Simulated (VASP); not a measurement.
# Ir (P2_1/m) in VASP: single point with PBEsol

Aim: the single point of Ir with PBEsol.

All numbers are computed with VASP 6.6.1; they aren't measurements. Logs are shortened: lines on timing, memory, paths and dates and some standing lists are left out, and cuts for length are marked.

## 1. The cell of the first run

Symmetry: P2_1/m, No. 11, monoclinic system. Conventional cell: a = 2.729 Å, b = 4.462 Å, c = 2.751 Å, α = 90.00°, β = 119.19°, γ = 90.00°. Within 3.6 Å of Ir (site symmetry m) lie 12 Ir at 2.73 to 2.77 Å.

## 2. Single point, PBEsol (strain +0.0187 x Voigt [0, 0, 0, 0, 0, 1])

File INCAR:

```
SYSTEM = Ir
PREC = Accurate
ENCUT = 520
EDIFF = 1E-6
ISMEAR = 0
SIGMA = 0.15
LREAL = .False.
LASPH = .True.
NELM = 60
ALGO = Fast
ISIF = 2
LWAVE = .False.
LCHARG = .False.
GGA = PS
NBANDS = 16
```

File KPOINTS:

```
regular mesh
0
Gamma
  18 18 12
  0 0 0
```

File POSCAR:

```
Ir
1.0
    2.7513778946      0.0257253833      0.0000000000
   -1.3534101118      2.3699004605      0.0000000000
    0.0000000000      0.0000000000      4.4622900000
Ir
2
Direct
    0.6666666667      0.3333333333      0.7500000000
    0.3333333333      0.6666666667      0.2500000000
```

Potentials or basis: VASP PAW PBE potentials, release 64 (Ir).

Run with:

```
$ cat potpaw_PBE.64/Ir/POTCAR > POTCAR
$ mpirun -np 1 vasp_std > vasp.out
```

OUTCAR:

```text
SYSTEM = Ir
   PREC = Accurate
   ENCUT = 520
   EDIFF = 1E-6
   ISMEAR = 0
   LREAL = .False.
   LASPH = .True.
   NELM = 60
   ISIF = 2
   GGA = PS

 ion  position               nearest neighbor table
   1  0.667  0.333  0.750-   2 2.73   2 2.73   2 2.74   2 2.74   2 2.75   2 2.75
   2  0.333  0.667  0.250-   1 2.73   1 2.73   1 2.74   1 2.74   1 2.75   1 2.75

  Warning from LATTYP: Monoclinic adjustment (A1->A3, A2->A1, A3->A2)!
  LATTYP: Found a simple monoclinic cell.
 ALAT       =     2.7291293710
 B/A-ratio  =     1.6350599013
 C/A-ratio  =     1.0081963088
 COS(beta)  =    -0.4877721701

  Lattice vectors:

 A1 = (  -1.3534101118,   2.3699004605,   0.0000000000)
 A2 = (   0.0000000000,   0.0000000000,   4.4622900000)
 A3 = (   2.7513778946,   0.0257253833,   0.0000000000)

Analysis of symmetry for initial positions (statically):
=====================================================================
 Subroutine PRICEL returns:
 Original cell was already a primitive cell.

 Routine SETGRP: Setting up the symmetry group for a
 simple monoclinic supercell.

 Subroutine GETGRP returns: Found  4 space group operations
 (whereof  2 operations were pure point group operations)
 out of a pool of  4 trial point group operations.

The static configuration has the point symmetry S_2 .
 The point group associated with its full space group is C_2h.

Analysis of symmetry for dynamics (positions and initial velocities):
=====================================================================
 Subroutine PRICEL returns:
 Original cell was already a primitive cell.

 Routine SETGRP: Setting up the symmetry group for a
 simple monoclinic supercell.

 Subroutine GETGRP returns: Found  4 space group operations
 (whereof  2 operations were pure point group operations)
 out of a pool of  4 trial point group operations.

The dynamic configuration has the point symmetry S_2 .
 The point group associated with its full space group is C_2h.

 Subroutine INISYM returns: Found  4 space group operations
 (whereof  2 operations are pure point group operations),
 and found     1 'primitive' translations

----------------------------------------------------------------------------------------

                                     Primitive cell

  volume of cell :      29.2517

  direct lattice vectors                    reciprocal lattice vectors
     2.751377895  0.025725383  0.000000000     0.361523851  0.206460163  0.000000000
    -1.353410112  2.369900460  0.000000000    -0.003924359  0.419717515  0.000000000
     0.000000000  0.000000000  4.462290000     0.000000000  0.000000000  0.224100182

  length of vectors
     2.751498158  2.729129371  4.462290000     0.416323545  0.419735861  0.224100182

  position of ions in fractional coordinates (direct lattice)
     0.666666667  0.333333333  0.750000000
     0.333333333  0.666666667  0.250000000

  ion indices of the primitive-cell ions
   primitive index   ion index
                 1           1
                 2           2

----------------------------------------------------------------------------------------

 KPOINTS: regular mesh

Automatic generation of k-mesh.
 Grid dimensions read from file:
 generate k-points for:   18   18   12

 Generating k-lattice:

  Cartesian coordinates                     Fractional coordinates (reciprocal lattice)
     0.020084658  0.011470009  0.000000000     0.055555556  0.000000000  0.000000000
    -0.000218020  0.023317640  0.000000000     0.000000000  0.055555556  0.000000000
     0.000000000  0.000000000  0.018675015     0.000000000  0.000000000  0.083333333

  Length of vectors
     0.023129086  0.023318659  0.018675015

  Shift w.r.t. Gamma in fractional coordinates (k-lattice)
     0.000000000  0.000000000  0.000000000

 Subroutine IBZKPT returns following result:
 ===========================================

 Found   1148 irreducible k-points:

 Following reciprocal coordinates:
            Coordinates               Weight
  0.000000  0.000000  0.000000      1.000000
  0.055556  0.000000  0.000000      2.000000
  0.111111  0.000000  0.000000      2.000000
  0.166667  0.000000  0.000000      2.000000
  0.222222  0.000000  0.000000      2.000000
  0.277778  0.000000  0.000000      2.000000
[... 16 lines left out ...]
 -0.333333  0.055556  0.000000      2.000000
 -0.277778  0.055556  0.000000      2.000000
 [... further k-points ...]
   k-points           NKPTS =   1148   k-points in BZ     NKDIM =   1148   number of bands    NBANDS=     16
   number of dos      NEDOS =    301   number of ions     NIONS =      2
   total plane-waves  NPLWV =  14400
   dimension x,y,z NGX =    20 NGY =   20 NGZ =   36
   dimension x,y,z NGXF=    40 NGYF=   40 NGZF=   72
   ions per type =               2
   NGX,Y,Z   is equivalent  to a cutoff of  12.08, 12.18, 13.41 a.u.
   NGXF,Y,Z  is equivalent  to a cutoff of  24.17, 24.37, 26.82 a.u.
 SYSTEM =  Ir
   PREC   = accura    normal or accurate (medium, high low for compatibility)
   ISTART =      0    job   : 0-new  1-cont  2-samecut
   ICHARG =      2    charge: 1-file 2-atom 10-const
   ISPIN  =      1    spin polarized calculation?
   LNONCOLLINEAR =      F non collinear calculations
   LSORBIT =      F    spin-orbit coupling
   LASPH  =      T    aspherical Exc in radial PAW
   ENCUT  =  520.0 eV  38.22 Ry    6.18 a.u.   5.12  5.07  8.30*2*pi/ulx,y,z
   NELM   =     60;   NELMIN=  2; NELMDL= -5     # of ELM steps
   EDIFF  = 0.1E-05   stopping-criterion for ELM
   LREAL  =      F    real-space projection
   EDIFFG = 0.1E-04   stopping-criterion for IOM
   NSW    =      0    number of steps for IOM
   IBRION =     -1    ionic relax: 0-MD 1-quasi-New 2-CG
   NFREE  =      0    steps in history (QN), initial steepest desc. (CG)
   ISIF   =      2    stress and relaxation
   ISYM   =      2    0-nonsym 1-usesym 2-fastsym
   POTIM  = 0.5000    time-step for ionic-motion
   TEBEG  =    0.0;   TEEND  =   0.0 temperature during run
   PSTRESS=    0.0 pullay stress
   NELECT =      18.0000    total number of electrons
   NUPDOWN=      -1.0000    fix difference up-down
   EMIN   =  10.00;   EMAX   =-10.00  energy-range for DOS
   EFERMI =   0.00;   METHOD = LEGACY
   ISMEAR =     0;   SIGMA  =   0.15  broadening in eV -4-tet -1-fermi 0-gaus
   EFERMI_NEDOS =   21; number of points for ismear=-14 and -15
   IALGO  =     68    algorithm
   IMIX   =      4    mixing-type and parameters
     AMIX     =   0.40;   BMIX     =  1.00
     AMIX_MAG =   1.60;   BMIX_MAG =  1.00
  volume/ion in A,a.u.               =      14.63        98.70
  Fermi-wavevector in a.u.,A,eV,Ry     =   1.392458  2.631364 26.380860  1.938939
  Thomas-Fermi vector in A             =   2.516199
   LORBIT       =      0    0 simple, 1 ext, 2 COOP (PROOUT), +10 PAW based schemes
   GGA     = PS    functional components
   LHFCALC =     F    Hartree Fock is set to
   AEXX    =    0.0000 exact exchange contribution
   IVDW    =     0    specifies the selected vdW correction
   LEPSILON=     F    determine dielectric tensor
   LRPA    =     F    only Hartree local field effects (RPA)
 non-spin polarized calculation
 RMM-DIIS sequential band-by-band and
 Gauss-broadening in eV      SIGMA  =   0.15
  energy-cutoff  :      520.00
  volume of cell :       29.25
 maximum number of plane-waves:       802
   NGX = 11   NGY = 11   NGZ = 17

 number of electron      18.0000000 magnetization

 Free energy of the ion-electron system (eV)
  ---------------------------------------------------
  ext. energy  EPLUGINS =         0.00000000
  ---------------------------------------------------
  free energy    TOTEN  =       -19.45722684 eV

  energy without entropy =      -19.43112154  energy(sigma->0) =      -19.44417419

 E-fermi :   9.7986     XC(G=0): -13.9061

 val. band max:        9.7984979711   @ k =  -0.2778   0.3889   0.4167
 cond. band min:       9.7985532508   @ k =   0.3333   0.5000   0.1667
 fundamental gap:      0.0000552797
 Fermi energy:         9.7985528395

 k-point     1 :       0.0000    0.0000    0.0000
  band No.  band energies     occupation
      1      -1.1569      2.00000
      2       1.9054      2.00000
      3       5.9368      2.00000
      4       6.0132      2.00000
      5       6.3051      2.00000
      6       6.5811      2.00000
[... 8 lines left out ...]
     15      26.2032      0.00000
     16      27.2058      0.00000

 k-point     2 :       0.0556    0.0000    0.0000
  band No.  band energies     occupation
      1      -1.0418      2.00000
      2       2.0076      2.00000
      3       5.6995      2.00000
      4       6.2260      2.00000
      5       6.4002      2.00000
      6       6.5366      2.00000
[... 8 lines left out ...]
     15      26.3572      0.00000
     16      27.3715      0.00000

 k-point     3 :       0.1111    0.0000    0.0000
  band No.  band energies     occupation
      1      -0.7052      2.00000
      2       2.2942      2.00000
      3       5.3939      2.00000
      4       6.3128      2.00000
      5       6.5902      2.00000
      6       6.6775      2.00000
[... 8 lines left out ...]
     15      26.7676      0.00000
     16      27.6075      0.00000

 k-point     4 :       0.1667    0.0000    0.0000
  band No.  band energies     occupation
      1      -0.1752      2.00000
      2       2.6901      2.00000
      3       5.1075      2.00000
      4       5.9855      2.00000
      5       6.1113      2.00000
      6       6.9800      2.00000
[... 8 lines left out ...]
     15      27.0398      0.00000
     16      27.3257      0.00000

 k-point     5 :       0.2222    0.0000    0.0000
  band No.  band energies     occupation
      1       0.4940      2.00000
      2       3.0215      2.00000
      3       4.9812      2.00000
      4       5.1799      2.00000
      5       5.9306      2.00000
      6       6.7688      2.00000
[... 8 lines left out ...]
     15      26.2629      0.00000
     16      26.4160      0.00000

 k-point     6 :       0.2778    0.0000    0.0000
  band No.  band energies     occupation
      1       1.2104      2.00000
      2       3.0835      2.00000
      3       4.4849      2.00000
      4       5.1246      2.00000
      5       5.9291      2.00000
      6       6.5033      2.00000
[... 8 lines left out ...]
     15      24.9732      0.00000
     16      25.3296      0.00000

 k-point     7 :       0.3333    0.0000    0.0000
  band No.  band energies     occupation
      1       1.8390      2.00000
      2       2.9337      2.00000
      3       3.9270      2.00000
      4       5.3934      2.00000
      5       6.2114      2.00000
      6       6.2748      2.00000
[... 8 lines left out ...]
     15      23.6266      0.00000
     16      24.5535      0.00000

 k-point     8 :       0.3889    0.0000    0.0000
  band No.  band energies     occupation
      1       2.2569      2.00000
      2       2.7460      2.00000
      3       3.5202      2.00000
      4       5.7575      2.00000
      5       6.1005      2.00000
      6       6.4940      2.00000
[... 8 lines left out ...]
     15      22.4809      0.00000
     16      23.5250      0.00000

 k-point     9 :       0.4444    0.0000    0.0000
  band No.  band energies     occupation
      1       2.4540      2.00000
      2       2.6122      2.00000
      3       3.2729      2.00000
      4       5.9917      2.00000
      5       6.1704      2.00000
      6       6.3904      2.00000
[... 8 lines left out ...]
     15      21.4578      0.00000
     16      21.6936      0.00000
[... 172 lines left out ...]
 k-point    19 :       0.4444    0.0556    0.0000
  band No.  band energies     occupation
      1       2.5840      2.00000
      2       2.6666      2.00000
      3       3.2208      2.00000
      4       5.9337      2.00000
      5       6.2256      2.00000
      6       6.3397      2.00000
[... 8 lines left out ...]
     15      20.1710      0.00000
     16      21.8588      0.00000

 k-point    20 :       0.5000    0.0556    0.0000
  band No.  band energies     occupation
      1       2.5892      2.00000
      2       2.6636      2.00000
      3       3.2188      2.00000
      4       5.9189      2.00000
      5       6.2220      2.00000
      6       6.3544      2.00000
[... 8 lines left out ...]
     15      20.1932      0.00000
     16      21.8177      0.00000

 k-point    21 :      -0.4444    0.0556    0.0000
  band No.  band energies     occupation
      1       2.4790      2.00000
      2       2.7538      2.00000
      3       3.3794      2.00000
      4       5.8760      2.00000
      5       5.9551      2.00000
      6       6.4610      2.00000
[... 8 lines left out ...]
     15      21.2692      0.00000
     16      22.9074      0.00000

 k-point    22 :      -0.3889    0.0556    0.0000
  band No.  band energies     occupation
      1       2.1762      2.00000
      2       2.9251      2.00000
      3       3.6993      2.00000
      4       5.4616      2.00000
      5       6.0524      2.00000
      6       6.3918      2.00000
[... 8 lines left out ...]
     15      22.4746      0.00000
     16      24.3302      0.00000

 k-point    23 :      -0.3333    0.0556    0.0000
  band No.  band energies     occupation
      1       1.6372      2.00000
      2       3.1163      2.00000
      3       4.1715      2.00000
      4       5.1396      2.00000
      5       6.0492      2.00000
      6       6.2130      2.00000
[... 8 lines left out ...]
     15      23.7868      0.00000
     16      24.9959      0.00000

 k-point    24 :      -0.2778    0.0556    0.0000
  band No.  band energies     occupation
      1       0.9420      2.00000
      2       3.1850      2.00000
      3       4.7844      2.00000
      4       4.9228      2.00000
      5       5.9212      2.00000
      6       6.4304      2.00000
[... 8 lines left out ...]
     15      25.1477      0.00000
     16      25.8434      0.00000

 [... further k-points ...]

------------------------ aborting loop because EDIFF is reached ----------------------------------------

  FORCE on cell =-STRESS in cart. coord.  units (eV):
  Direction    XX          YY          ZZ          XY          YZ          ZX
  --------------------------------------------------------------------------------------
  -------------------------------------------------------------------------------------
  Total       -2.1174475     -2.0787941     -2.1741321     -0.6643663      0.0000000      0.0000000
  in kB     -115.9771116   -113.8599826   -119.0818507    -36.3887594      0.0000000      0.0000000
  external PRESSURE =    -116.3063149 kB  Pullay stress =       0.0000000 kB

 VOLUME and BASIS-vectors are now :
 -----------------------------------------------------------------------------
  energy-cutoff  :      520.00
  volume of cell :       29.25
      direct lattice vectors                 reciprocal lattice vectors
     2.751377895  0.025725383  0.000000000     0.361523851  0.206460163  0.000000000
    -1.353410112  2.369900460  0.000000000    -0.003924359  0.419717515  0.000000000
     0.000000000  0.000000000  4.462290000     0.000000000  0.000000000  0.224100182

 POSITION                                       TOTAL-FORCE (eV/Angst)
 -----------------------------------------------------------------------------------
      1.38312      0.80712      3.34672         0.022956      0.000886      0.000000
      0.01485      1.58851      1.11557        -0.022956     -0.000886     -0.000000
 -----------------------------------------------------------------------------------
    total drift:                                0.000000     -0.000000      0.000000

  FREE ENERGIE OF THE ION-ELECTRON SYSTEM (eV)
  ---------------------------------------------------
  free  energy   TOTEN  =       -19.4572268384 eV

  energy  without entropy=      -19.4311215370  energy(sigma->0) =      -19.44417419
```

Wall time 7 min (1 thread of Intel Xeon 6975P-C, shared host); peak memory 0.53 GiB.

Results:

* Free energy: -19.4572 eV
* Pressure: -11.6 GPa
* Largest force: 0.023 eV/Å
* Band gap on the k mesh: zero (band 9 reaches 10.75 eV, above the bottom of band 10 at 7.43 eV)

Forces in eV/Å, atoms in the order of the input:
```
Ir   0.023  0.001  0.000
Ir  -0.023 -0.001  0.000
```

Caveat: the cell differs from its parent crystal (strain +0.0187 x Voigt [0, 0, 0, 0, 0, 1]); the PAW data sets were made with another functional, which shifts forces and pressure a little; spin-orbit coupling is left out, which moves the levels of the heavy elements.
